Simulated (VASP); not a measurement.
The system is AlRu.

```xyz
2
Lattice="2.9512 0.0000 0.0000 0.0000 2.9512 0.0000 0.0000 0.0000 2.9512" Properties=species:S:1:pos:R:3 pbc="T T T"
Ru    1.4756    1.4756    1.4756
Al    0.0000    0.0000    0.0000
```

Base run:

- Program: VASP 6.6.1
- Functional: r2SCAN
- Potentials or basis: VASP PAW PBE potentials, release 64 (Ru_pv, Al)
- Cutoff: 520 eV
- k mesh: 9 × 9 × 9
- Occupations: fermi-dirac, width 0.05 eV
- Spin: no spin polarisation

Its results: pressure 7.6 GPa.

After a change of settings the same cell gave: pressure 1.8 GPa. Which change was it?
A. functional from r2SCAN to PBEsol; further incar settings from ALGO = Normal; EDIFF = 1e-06; NBANDS = 16 to ALGO = Normal; EDIFF = 1e-07; NBANDS = 16
B. functional from r2SCAN to PBE; further incar settings from ALGO = Normal; EDIFF = 1e-06; NBANDS = 16 to ALGO = Normal; EDIFF = 1e-07; NBANDS = 16
C. functional from r2SCAN to PBE0; k mesh from 9 × 9 × 9 to 4 × 4 × 4

C.

Caveats: some runs use coarse meshes; the PAW data sets were made with another functional, which shifts forces and pressure a little.
